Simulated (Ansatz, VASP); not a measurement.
# One calculation of Cs4Ti, two programs

```
CELL_PARAMETERS angstrom
7.30455 0.00000 0.00000
-3.65228 6.32593 0.00000
0.00000 0.00000 9.61759
ATOMIC_POSITIONS crystal
Cs 0.33333 0.66667 0.77319
Cs 0.33333 0.66667 0.22681
Cs 0.66667 0.33333 0.22681
Cs 0.66667 0.33333 0.77319
Ti 0.00000 0.00000 0.00000
```

Alike in both runs: task single point; functional PBE; k mesh 3 × 3 × 2; occupations gaussian, width 0.1 eV; collinear spin.

|  | VASP | Ansatz |
| --- | --- | --- |
| version | VASP 6.6.1 | Ansatz 0.2.0 |
| potentials or method | VASP PAW PBE potentials, release 64 (Cs_sv, Ti_sv), cutoff 520 eV | scalar-relativistic, plane waves, PAW |
| valence electrons in the cell | 48 | 48 |

```csv
,VASP,Ansatz,Ansatz less VASP
gap on the k mesh at the Fermi level (eV),none,none,-
pressure (GPa),0.0,0.0,+0.01
rms of the force components (eV/Å),0.005,0.004,-0.0009
net moment per atom (μB),0.78,0.78,0.000
size of the moment on the site where the two differ most (μB),2.00,2.77,+0.764
```

Site moments also hang on the region over which each program counts them. Atom by atom the forces differ by 0.001 eV/Å (rms over components). A gap of «none» marks a metal or a gap that the smearing closes.

Spin-orbit coupling is off throughout.
